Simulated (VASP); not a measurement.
Write the native input for VASP 6.6.1 that does the following.

```
Task                   : single point
Functional             : PBEsol
Potentials or basis    : VASP PAW PBE potentials, release 64 (C, O)
Cutoff                 : 520 eV
k mesh                 : 4 × 4 × 2
Occupations            : gaussian, width 0.05 eV
Spin                   : no spin polarisation
Dipole correction      : no
Further INCAR settings : LREAL = Auto; ALGO = Normal; EDIFF = 1e-06; NBANDS = 54
```

The structure of CO lies in POSCAR:

```
CO
1.0
    0.0000000000     -5.9526445718      0.0000000000
    0.0000000000      0.0000000000     -5.9526445718
   11.9052891436     -1.1905289144      0.0000000000
C O
8 8
Direct
    0.0138864497      0.0353513179      0.1073243410
   -0.0861135503      0.0353513179      0.6073243410
    0.7861135503      0.5353513179      0.8926756590
    0.8861135503      0.5353513179      0.3926756590
    0.2931838139      0.9646486821      0.8573243410
    0.3931838139      0.9646486821      0.3573243410
    0.4068161861      0.4646486821      0.6426756590
    0.5068161861      0.4646486821      0.1426756590
    0.7930370485      0.9254882259      0.6622558870
    0.8930370485      0.9254882259      0.1622558870
   -0.0930370485      0.4254882259      0.8377441130
    0.0069629515      0.4254882259      0.3377441130
    0.3920605967      0.0745117741      0.9122558870
    0.4920605967      0.0745117741      0.4122558870
    0.4079394033      0.5745117741      0.0877441130
    0.3079394033      0.5745117741      0.5877441130
```

This cell differs from its parent crystal: the part above a cut slid along it.

One way to write it, as run:

INCAR

```
ALGO     = Normal         # electronic algorithm
EDIFF    = 1E-6           # SCF threshold, eV
ENCUT    = 520            # plane-wave cutoff, eV
GGA      = PS             # functional
ISIF     = 2              # what is computed and relaxed
ISMEAR   = 0              # smearing method
LASPH    = True           # aspherical terms in the spheres
LCHARG   = False          # write CHGCAR
LREAL    = Auto         
LWAVE    = False          # write WAVECAR
NBANDS   = 54             # bands
NELM     = 80             # most SCF steps
PREC     = Accurate       # precision mode
SIGMA    = 0.05           # smearing width, eV
```

KPOINTS

```
k-points
0
Gamma
  4 4 2
```

Potentials or basis: VASP PAW PBE potentials, release 64 (C, O).

The run is started by

```sh
$ cat potpaw_PBE.64/C/POTCAR potpaw_PBE.64/O/POTCAR > POTCAR
$ mpirun -np 1 vasp_std > vasp.out
```

It gave:

```
Pressure               : 1.2 GPa
Largest force          : 1.066 eV/Å
Band gap on the k mesh : 6.01 eV
```

Caveat: the cell differs from its parent crystal (the part above a cut slid along it); this functional lacks dispersion, which holds the molecules together, so the pressure and a relaxed volume are unreliable; the PAW data sets were made with another functional, which shifts forces and pressure a little.

It took 14 min on 1 thread of Intel Xeon 8259CL (shared host), peak memory 0.61 GiB.
